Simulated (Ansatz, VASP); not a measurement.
## TiAl in VASP and in Ansatz

```
CELL_PARAMETERS angstrom
3.15647 0.00000 0.00000
0.00000 3.15647 0.00000
0.00000 0.00000 3.15647
ATOMIC_POSITIONS crystal
Ti 0.00000 0.00000 0.00000
Al 0.50000 0.50000 0.50000
```

Alike in both runs: task single point; functional PBEsol; k mesh 10 × 10 × 10; occupations gaussian, width 0.15 eV; no spin polarisation.

|  | VASP | Ansatz |
| --- | --- | --- |
| version | VASP 6.6.1 | Ansatz 0.2.0 |
| potentials or method | VASP PAW PBE potentials, release 64 (Ti_sv, Al), cutoff 520 eV | scalar-relativistic, plane waves, PAW |
| valence electrons in the cell | 15 | 15 |

```csv
,VASP,Ansatz,Ansatz less VASP
gap on the k mesh at the Fermi level (eV),none,none,-
pressure (GPa),0.0,0.0,0.00
```

VASP's potentials were made for PBE, not for PBEsol. A gap of «none» marks a metal or a gap that the smearing closes. The functional is the same, so the differences come from potentials, cutoffs and numerics.
